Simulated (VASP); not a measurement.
Runs of VASP 6.6.1 on K. The structure is that of space group Im-3m (No. 229), or close to it. The cells are those of the table. 

```tsv
task	cell	cutoff (eV)	k mesh for the DOS	occupations for the DOS	gap on the mesh (eV)	pressure (GPa)
single point	a = 4.525 Å, angles 109.5°, 1 atom	520	-	-	none	0.0
single point	a = 4.671 Å, angles 109.5°, 1 atom	520	-	-	none	(b)
single point	a = 4.336 Å, angles 109.5°, 1 atom	520	-	-	none	(a)
single point	a = 4.433 Å, angles 109.5°, 1 atom	520	-	-	none	0.2
single point	a = 4.479 Å, angles 109.5°, 1 atom	520	-	-	none	0.1
single point	a = 4.385 Å, angles 109.5°, 1 atom	520	-	-	none	0.4
single point	a = 4.614 Å, angles 109.5°, 1 atom	520	-	-	none	-0.2
single point	a = 4.570 Å, angles 109.5°, 1 atom	520	-	-	none	-0.1
relaxation of cell and atoms	relaxed from a = 4.525 Å, angles 109.5°, 1 atom	600	-	-	none	0.0
```

Alike in all rows: level PBEsol; potentials or basis VASP PAW PBE potentials, release 64 (K_sv); no spin polarisation; k mesh 12 × 12 × 12; smearing gaussian 0.1 eV.

Problem. Fill in the values left out.

Solution. (a) 0.6; (b) -0.3.

Caveats: the PAW data sets were made with another functional, which shifts forces and pressure a little.

A gap of «none» marks levels without a gap at the run's occupations.
